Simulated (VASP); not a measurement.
A run of VASP 6.6.1 is set up as follows.

Contents of INCAR:

```
PREC     = Accurate       # precision mode
ENCUT    = 520            # plane-wave cutoff, eV
EDIFF    = 1E-7           # SCF threshold, eV
ISMEAR   = 0              # smearing method
SIGMA    = 0.05           # smearing width, eV
LREAL    = F              # projectors in reciprocal space
LASPH    = T              # aspherical terms in the spheres
NELM     = 60             # most SCF steps
ALGO     = Normal         # electronic algorithm
ISIF     = 2              # what is computed and relaxed
LWAVE    = F              # write WAVECAR
LCHARG   = T              # write CHGCAR
GGA      = PS             # functional
LELF     = T              # ELF
LVHAR    = T            
NBANDS   = 11             # bands
```

KPOINTS

```
Automatic mesh
0
Gamma
  10 10 10
```

Contents of POSCAR:

```
AlN
1.0
    0.0000000000      2.1376609775      2.2141545284
    2.2141545284      0.0000000000      2.2141545284
    2.2141545284      2.1376609775      0.0000000000
Al N
1 1
Direct
   -0.0067599835      0.0067599835      0.0067599835
    0.7630216860      0.7369783140      0.7369783140
```

Potentials or basis: VASP PAW PBE potentials, release 64 (Al, N).

Run with:

```bash
$ cat potpaw_PBE.64/Al/POTCAR potpaw_PBE.64/N/POTCAR > POTCAR
$ mpirun -np 1 vasp_std > vasp.out
```

Estimate the pressure.

1.0 GPa.

What does it give for the largest force?

1.272 eV/Å.

Estimate the band gap on the k mesh.

2.83 eV, indirect (least direct gap 3.81 eV).

Stress tensor (GPa, compression positive):
```
-1.30  0.00  0.00
 0.00  4.08 -6.09
 0.00 -6.09  0.17
```

Caveat: the cell differs from its parent crystal (mode 4 frozen in at -0.057 Å, strain +e along z and -e/2 along x and y -0.0233); the PAW data sets were made with another functional, which shifts forces and pressure a little. A k mesh can miss the band edges.
